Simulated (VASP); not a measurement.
A run of VASP 6.6.1 is set up as follows.

Contents of INCAR:

```
SYSTEM = KCl
ALGO = Normal
EDIFF = 1E-8
ENCUT = 400
GGA = PS
GGA_COMPAT = .FALSE.
ISIF = 2
ISMEAR = -1
LASPH = .TRUE.
LCHARG = .FALSE.
LEFG = .TRUE.
LREAL = .FALSE.
LWAVE = .FALSE.
NBANDS = 15
NELM = 120
PREC = Accurate
SIGMA = 0.02
```

File KPOINTS:

```
k-points
0
G
  7 7 7
  0 0 0
```

POSCAR

```
KCl
1.0
    3.6340000000      0.0000000000      0.0000000000
    0.0000000000      3.6340000000      0.0000000000
    0.0000000000      0.0000000000      3.5976600000
K Cl
1 1
Direct
    0.0000000000      0.0000000000      0.0000000000
    0.5000000000      0.5000000000      0.5000000000
```

Potentials or basis: VASP PAW PBE potentials, release 64 (K_sv, Cl).

Launch:

```console
$ cat potpaw_PBE.64/K_sv/POTCAR potpaw_PBE.64/Cl/POTCAR > POTCAR
$ mpirun -np 1 vasp_std > vasp.out
```

(1) Predict the pressure.

(2) Predict the band gap on the k mesh.

## Answers

(1) 2.7 GPa.

(2) 5.41 eV (least direct gap 5.61 eV).

Caveat: the cell differs from its parent crystal (zz strain of -1 %); without QUAD_EFG the Cq values of the log hold for a quadrupole moment of 1 mb, not for the nuclei; the PAW data sets were made with another functional, which shifts forces and pressure a little.
